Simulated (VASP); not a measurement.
# Zn (Pm-3m) in VASP: notebook, part 2 of 2

VASP 6.6.1.

### 3 Single point, PBEsol (volume scaled by 0.92)

Contents of INCAR:

```
PREC = Accurate
ENCUT = 520
EDIFF = 1E-7
ISMEAR = -1
SIGMA = 0.1
LREAL = False
LASPH = True
NELM = 80
ALGO = Normal
ISIF = 2
LWAVE = False
LCHARG = False
GGA = PS
NBANDS = 12
```

Contents of KPOINTS:

```
Automatic mesh
0
Gamma
  14 14 14
```

Contents of POSCAR:

```
Zn
1.0
    2.4933010808      0.0000000000      0.0000000000
    0.0000000000      2.4933010808      0.0000000000
    0.0000000000      0.0000000000      2.4933010808
Zn
1
Direct
    0.0000000000      0.0000000000      0.0000000000
```

Potentials or basis: VASP PAW PBE potentials, release 64 (Zn).

The run is started by

```console
cat potpaw_PBE.64/Zn/POTCAR > POTCAR
mpirun -np 1 vasp_std > vasp.out
```

OUTCAR:

```text
PREC = Accurate
   ENCUT = 520
   EDIFF = 1E-7
   ISMEAR = -1
   LREAL = False
   LASPH = True
   NELM = 80
   ISIF = 2
   GGA = PS

 ion  position               nearest neighbor table
   1  0.000  0.000  0.000-

  LATTYP: Found a simple cubic cell.
 ALAT       =     2.4933010808

  Lattice vectors:

 A1 = (   2.4933010808,   0.0000000000,   0.0000000000)
 A2 = (   0.0000000000,   2.4933010808,   0.0000000000)
 A3 = (   0.0000000000,   0.0000000000,   2.4933010808)

Analysis of symmetry for initial positions (statically):
=====================================================================
 Subroutine PRICEL returns:
 Original cell was already a primitive cell.

 Routine SETGRP: Setting up the symmetry group for a
 simple cubic supercell.

 Subroutine GETGRP returns: Found 48 space group operations
 (whereof 48 operations were pure point group operations)
 out of a pool of 48 trial point group operations.

The static configuration has the point symmetry O_h .

Analysis of symmetry for dynamics (positions and initial velocities):
=====================================================================
 Subroutine PRICEL returns:
 Original cell was already a primitive cell.

 Routine SETGRP: Setting up the symmetry group for a
 simple cubic supercell.

 Subroutine GETGRP returns: Found 48 space group operations
 (whereof 48 operations were pure point group operations)
 out of a pool of 48 trial point group operations.

The dynamic configuration has the point symmetry O_h .

 Subroutine INISYM returns: Found 48 space group operations
 (whereof 48 operations are pure point group operations),
 and found     1 'primitive' translations

----------------------------------------------------------------------------------------

                                     Primitive cell

  volume of cell :      15.4997

  direct lattice vectors                    reciprocal lattice vectors
     2.493301081  0.000000000  0.000000000     0.401074707  0.000000000  0.000000000
     0.000000000  2.493301081  0.000000000     0.000000000  0.401074707  0.000000000
     0.000000000  0.000000000  2.493301081     0.000000000  0.000000000  0.401074707

  length of vectors
     2.493301081  2.493301081  2.493301081     0.401074707  0.401074707  0.401074707

  position of ions in fractional coordinates (direct lattice)
     0.000000000  0.000000000  0.000000000

  ion indices of the primitive-cell ions
   primitive index   ion index
                 1           1

----------------------------------------------------------------------------------------

 KPOINTS: Automatic mesh

Automatic generation of k-mesh.
 Grid dimensions read from file:
 generate k-points for:   14   14   14

 Generating k-lattice:

  Cartesian coordinates                     Fractional coordinates (reciprocal lattice)
     0.028648193  0.000000000  0.000000000     0.071428571  0.000000000  0.000000000
     0.000000000  0.028648193  0.000000000     0.000000000  0.071428571  0.000000000
     0.000000000  0.000000000  0.028648193     0.000000000  0.000000000  0.071428571

  Length of vectors
     0.028648193  0.028648193  0.028648193

  Shift w.r.t. Gamma in fractional coordinates (k-lattice)
     0.000000000  0.000000000  0.000000000

 Subroutine IBZKPT returns following result:
 ===========================================

 Found    120 irreducible k-points:

 Following reciprocal coordinates:
            Coordinates               Weight
  0.000000  0.000000  0.000000      1.000000
  0.071429  0.000000  0.000000      6.000000
  0.142857  0.000000  0.000000      6.000000
  0.214286  0.000000  0.000000      6.000000
  0.285714  0.000000  0.000000      6.000000
  0.357143  0.000000  0.000000      6.000000
[... 16 lines left out ...]
  0.285714  0.214286  0.000000     24.000000
  0.357143  0.214286  0.000000     24.000000
 [... further k-points ...]
   k-points           NKPTS =    120   k-points in BZ     NKDIM =    120   number of bands    NBANDS=     12
   number of dos      NEDOS =    301   number of ions     NIONS =      1
   total plane-waves  NPLWV =   8000
   dimension x,y,z NGX =    20 NGY =   20 NGZ =   20
   dimension x,y,z NGXF=    40 NGYF=   40 NGZF=   40
   ions per type =               1
   NGX,Y,Z   is equivalent  to a cutoff of  13.34, 13.34, 13.34 a.u.
   NGXF,Y,Z  is equivalent  to a cutoff of  26.67, 26.67, 26.67 a.u.
 SYSTEM =  unknown system
   PREC   = accura    normal or accurate (medium, high low for compatibility)
   ISTART =      0    job   : 0-new  1-cont  2-samecut
   ICHARG =      2    charge: 1-file 2-atom 10-const
   ISPIN  =      1    spin polarized calculation?
   LNONCOLLINEAR =      F non collinear calculations
   LSORBIT =      F    spin-orbit coupling
   LASPH  =      T    aspherical Exc in radial PAW
   ENCUT  =  520.0 eV  38.22 Ry    6.18 a.u.   4.64  4.64  4.64*2*pi/ulx,y,z
   NELM   =     80;   NELMIN=  2; NELMDL= -5     # of ELM steps
   EDIFF  = 0.1E-06   stopping-criterion for ELM
   LREAL  =      F    real-space projection
   EDIFFG = 0.1E-05   stopping-criterion for IOM
   NSW    =      0    number of steps for IOM
   IBRION =     -1    ionic relax: 0-MD 1-quasi-New 2-CG
   NFREE  =      0    steps in history (QN), initial steepest desc. (CG)
   ISIF   =      2    stress and relaxation
   ISYM   =      2    0-nonsym 1-usesym 2-fastsym
   POTIM  = 0.5000    time-step for ionic-motion
   TEBEG  =    0.0;   TEEND  =   0.0 temperature during run
   PSTRESS=    0.0 pullay stress
   NELECT =      12.0000    total number of electrons
   NUPDOWN=      -1.0000    fix difference up-down
   EMIN   =  10.00;   EMAX   =-10.00  energy-range for DOS
   EFERMI =   0.00;   METHOD = LEGACY
   ISMEAR =    -1;   SIGMA  =   0.10  broadening in eV -4-tet -1-fermi 0-gaus
   EFERMI_NEDOS =   21; number of points for ismear=-14 and -15
   IALGO  =     38    algorithm
   IMIX   =      4    mixing-type and parameters
     AMIX     =   0.40;   BMIX     =  1.00
     AMIX_MAG =   1.60;   BMIX_MAG =  1.00
  volume/ion in A,a.u.               =      15.50       104.60
  Fermi-wavevector in a.u.,A,eV,Ry     =   1.503236  2.840704 30.745339  2.259719
  Thomas-Fermi vector in A             =   2.614373
   LORBIT       =      0    0 simple, 1 ext, 2 COOP (PROOUT), +10 PAW based schemes
   GGA     = PS    functional components
   LHFCALC =     F    Hartree Fock is set to
   AEXX    =    0.0000 exact exchange contribution
   IVDW    =     0    specifies the selected vdW correction
   LEPSILON=     F    determine dielectric tensor
   LRPA    =     F    only Hartree local field effects (RPA)
 non-spin polarized calculation
  energy-cutoff  :      520.00
  volume of cell :       15.50
 maximum number of plane-waves:       437
 NGX is ok and might be reduce to    20
   NGX =  9   NGY =  9   NGZ =  9

 number of electron      12.0000020 magnetization

 Free energy of the ion-electron system (eV)
  ---------------------------------------------------
  ext. energy  EPLUGINS =         0.00000000
  ---------------------------------------------------
  free energy    TOTEN  =        -1.27454060 eV

  energy without entropy =       -1.26262294  energy(sigma->0) =       -1.26858177

 E-fermi :   2.5651     XC(G=0): -11.5386

 val. band max:        2.5351581858   @ k =   0.5000   0.3571   0.0000
 cond. band min:       2.6123828163   @ k =   0.4286   0.3571   0.2857
 fundamental gap:      0.0772246304
 Fermi energy:         2.5650805672

 k-point     1 :       0.0000    0.0000    0.0000
  band No.  band energies     occupation
      1      -7.5017      2.00000
      2      -5.7998      2.00000
      3      -5.7998      2.00000
      4      -4.2560      2.00000
      5      -4.2560      2.00000
      6      -4.2560      2.00000
      7      16.1680      0.00000
      8      16.1680      0.00000
      9      16.1680      0.00000
     10      19.2039      0.00000
     11      19.2039      0.00000
     12      22.6358      0.00000
[... 331 lines left out ...]
 k-point    24 :       0.3571    0.2143    0.0000
  band No.  band energies     occupation
      1      -5.5951      2.00000
      2      -5.2129      2.00000
      3      -4.9717      2.00000
      4      -4.5983      2.00000
      5      -4.3900      2.00000
      6      -2.6166      2.00000
      7       4.6564      0.00000
      8      11.9730      0.00000
      9      18.8470      0.00000
     10      20.9656      0.00000
     11      23.3154      0.00000
     12      29.1172      0.00000

 [... further k-points ...]

------------------------ aborting loop because EDIFF is reached ----------------------------------------

  FORCE on cell =-STRESS in cart. coord.  units (eV):
  Direction    XX          YY          ZZ          XY          YZ          ZX
  --------------------------------------------------------------------------------------
  -------------------------------------------------------------------------------------
  Total        0.6734761      0.6734761      0.6734761      0.0000000     -0.0000000      0.0000000
  in kB       69.6159252     69.6159252     69.6159252      0.0000000     -0.0000000      0.0000000
  external PRESSURE =      69.6159252 kB  Pullay stress =       0.0000000 kB

 VOLUME and BASIS-vectors are now :
 -----------------------------------------------------------------------------
  energy-cutoff  :      520.00
  volume of cell :       15.50
      direct lattice vectors                 reciprocal lattice vectors
     2.493301081  0.000000000  0.000000000     0.401074707  0.000000000  0.000000000
     0.000000000  2.493301081  0.000000000     0.000000000  0.401074707  0.000000000
     0.000000000  0.000000000  2.493301081     0.000000000  0.000000000  0.401074707

 POSITION                                       TOTAL-FORCE (eV/Angst)
 -----------------------------------------------------------------------------------
      0.00000      0.00000      0.00000         0.000000      0.000000      0.000000
 -----------------------------------------------------------------------------------
    total drift:                                0.000000      0.000000      0.000000

  FREE ENERGIE OF THE ION-ELECTRON SYSTEM (eV)
  ---------------------------------------------------
  free  energy   TOTEN  =        -1.2745406040 eV

  energy  without entropy=       -1.2626229356  energy(sigma->0) =       -1.26858177
```

stdout:

```text
POSCAR found type information on POSCAR Zn
 POSCAR found :  1 types and       1 ions
 scaLAPACK will be used
 -----------------------------------------------------------------------------
|                                                                             |
|                                                                             |
|     You enforced a specific xc type in the INCAR file but a different       |
|     I HOPE YOU KNOW WHAT YOU ARE DOING!                                     |
|                                                                             |
 -----------------------------------------------------------------------------

 LDA part: xc-table for (Slater+PW92), standard interpolation
 POSCAR, INCAR and KPOINTS ok, starting setup
 FFT: planning ... GRIDC
 FFT: planning ... GRID_SOFT
 FFT: planning ... GRID
 WAVECAR not read
 entering main loop
```

Wall time 28 s (1 thread of AMD EPYC 7R13, shared host); peak memory 0.14 GiB.

Results:

- Free energy: -1.2745 eV
- Pressure: 7.0 GPa
- Band gap on the k mesh: zero (band 6 reaches 8.75 eV, above the bottom of band 7 at -0.16 eV)

Caveat: the PAW data sets were made with another functional, which shifts forces and pressure a little.

### 4 Single point, PBEsol

Contents of INCAR:

```
PREC     = Accurate       # precision mode
ENCUT    = 520            # plane-wave cutoff, eV
EDIFF    = 1E-7           # SCF threshold, eV
ISMEAR   = -1             # smearing method
SIGMA    = 0.1            # smearing width, eV
LREAL    = F              # projectors in reciprocal space
LASPH    = T              # aspherical terms in the spheres
NELM     = 80             # most SCF steps
ALGO     = Normal         # electronic algorithm
ISIF     = 2              # what is computed and relaxed
LWAVE    = F              # write WAVECAR
LCHARG   = F              # write CHGCAR
GGA      = PS             # functional
NBANDS   = 12             # bands
```

Contents of KPOINTS:

```
regular mesh
0
Gamma
  14 14 14
```

Contents of POSCAR:

```
Zn
1.0
    2.5635715871      0.0000000000      0.0000000000
    0.0000000000      2.5635715871      0.0000000000
    0.0000000000      0.0000000000      2.5635715871
Zn
1
Direct
    0.0000000000      0.0000000000      0.0000000000
```

Potentials or basis: VASP PAW PBE potentials, release 64 (Zn).

The run is started by

```console
cat potpaw_PBE.64/Zn/POTCAR > POTCAR
mpirun -np 1 vasp_std > vasp.out
```

OUTCAR:

```text
PREC = Accurate
   ENCUT = 520
   EDIFF = 1E-7
   ISMEAR = -1
   LREAL = F
   LASPH = T
   NELM = 80
   ISIF = 2
   GGA = PS

 ion  position               nearest neighbor table
   1  0.000  0.000  0.000-

  LATTYP: Found a simple cubic cell.
 ALAT       =     2.5635715871

  Lattice vectors:

 A1 = (   2.5635715871,   0.0000000000,   0.0000000000)
 A2 = (   0.0000000000,   2.5635715871,   0.0000000000)
 A3 = (   0.0000000000,   0.0000000000,   2.5635715871)

[... 536 lines left out ...]
     11      21.8208      0.00000
     12      27.2272      0.00000

 [... further k-points ...]

------------------------ aborting loop because EDIFF is reached ----------------------------------------

  FORCE on cell =-STRESS in cart. coord.  units (eV):
  Direction    XX          YY          ZZ          XY          YZ          ZX
  --------------------------------------------------------------------------------------
  -------------------------------------------------------------------------------------
  Total        0.0459970      0.0459970      0.0459970      0.0000000      0.0000000     -0.0000000
  in kB        4.3742535      4.3742535      4.3742535      0.0000000      0.0000000     -0.0000000
  external PRESSURE =       4.3742535 kB  Pullay stress =       0.0000000 kB

 VOLUME and BASIS-vectors are now :
 -----------------------------------------------------------------------------
  energy-cutoff  :      520.00
  volume of cell :       16.85
      direct lattice vectors                 reciprocal lattice vectors
     2.563571587  0.000000000  0.000000000     0.390080778  0.000000000  0.000000000
     0.000000000  2.563571587  0.000000000     0.000000000  0.390080778  0.000000000
     0.000000000  0.000000000  2.563571587     0.000000000  0.000000000  0.390080778

 POSITION                                       TOTAL-FORCE (eV/Angst)
 -----------------------------------------------------------------------------------
      0.00000      0.00000      0.00000         0.000000      0.000000      0.000000
 -----------------------------------------------------------------------------------
    total drift:                               -0.000000      0.000000      0.000000

  FREE ENERGIE OF THE ION-ELECTRON SYSTEM (eV)
  ---------------------------------------------------
  free  energy   TOTEN  =        -1.3035422987 eV

  energy  without entropy=       -1.2919541915  energy(sigma->0) =       -1.29774825
```

OSZICAR:

```text
N       E                     dE             d eps       ncg     rms          rms(c)
DAV:   1     0.425666992421E+02    0.42567E+02   -0.65407E+03  2976   0.150E+03
DAV:   2    -0.387473232136E-01   -0.42605E+02   -0.40340E+02  2976   0.213E+02
DAV:   3    -0.142445500033E+01   -0.13857E+01   -0.13840E+01  3372   0.379E+01
DAV:   4    -0.142817415848E+01   -0.37192E-02   -0.37189E-02  3132   0.194E+00
DAV:   5    -0.142817751056E+01   -0.33521E-05   -0.33519E-05  3356   0.569E-02    0.252E+00
DAV:   6    -0.131271167282E+01    0.11547E+00   -0.63580E-01  3336   0.157E+01    0.179E+00
DAV:   7    -0.130642461527E+01    0.62871E-02   -0.13745E-02  3172   0.222E+00    0.908E-01
DAV:   8    -0.130355433509E+01    0.28703E-02   -0.13063E-03  3552   0.424E-01    0.260E-02
DAV:   9    -0.130354181242E+01    0.12523E-04   -0.99308E-05  4172   0.146E-01    0.193E-02
DAV:  10    -0.130354253675E+01   -0.72432E-06   -0.54195E-06  3056   0.333E-02    0.187E-03
DAV:  11    -0.130354237024E+01    0.16651E-06   -0.23098E-07  2284   0.900E-03    0.607E-04
DAV:  12    -0.130354229874E+01    0.71493E-07   -0.16844E-08  1616   0.120E-03
   1 F= -.13035423E+01 E0= -.12977482E+01  d E =-.115881E-01
```

It took 29 s on 1 thread of AMD EPYC 7R13, shared host; peak memory 0.14 GiB.

What came out:

```
Free energy            : -1.3035 eV
Pressure               : 0.4 GPa
Band gap on the k mesh : zero (band 6 reaches 7.85 eV, above the bottom of band 7 at -0.78 eV)
```

Levels at points of the mesh, in eV from the Fermi level:
```csv
k point,band 4,band 5,band 6,band 7,band 8,band 9
"(0.00, 0.00, 0.00)",-6.72,-6.72,-6.72,12.89,12.89,12.89
"(0.50, 0.00, 0.00)",-7.10,-6.68,-3.04,-2.79,17.73,17.73
"(0.50, 0.50, 0.00)",-7.04,-6.41,1.41,1.41,3.01,6.34
"(0.50, 0.50, 0.50)",-6.39,-6.39,5.84,5.84,5.84,10.72
```

Caveat: the PAW data sets were made with another functional, which shifts forces and pressure a little.

### 5 Overview

| cell | k mesh | gap on the mesh (eV) | pressure (GPa) |
| --- | --- | --- | --- |
| a = 2.564 Å, 1 atom | 12 × 12 × 12 | none | 0.3 |
| a = 2.493 Å, 1 atom | 14 × 14 × 14 | none | 7.0 |
| a = 2.564 Å, 1 atom | 14 × 14 × 14 | none | 0.4 |

Alike in all rows: task single point; level PBEsol; potentials or basis VASP PAW PBE potentials, release 64 (Zn); no spin polarisation; cutoff (eV) 520; smearing fermi-dirac 0.1 eV.

Caveats: the PAW data sets were made with another functional, which shifts forces and pressure a little.

Total energies depend on the potentials used, so only differences within one code and one set of settings carry meaning.
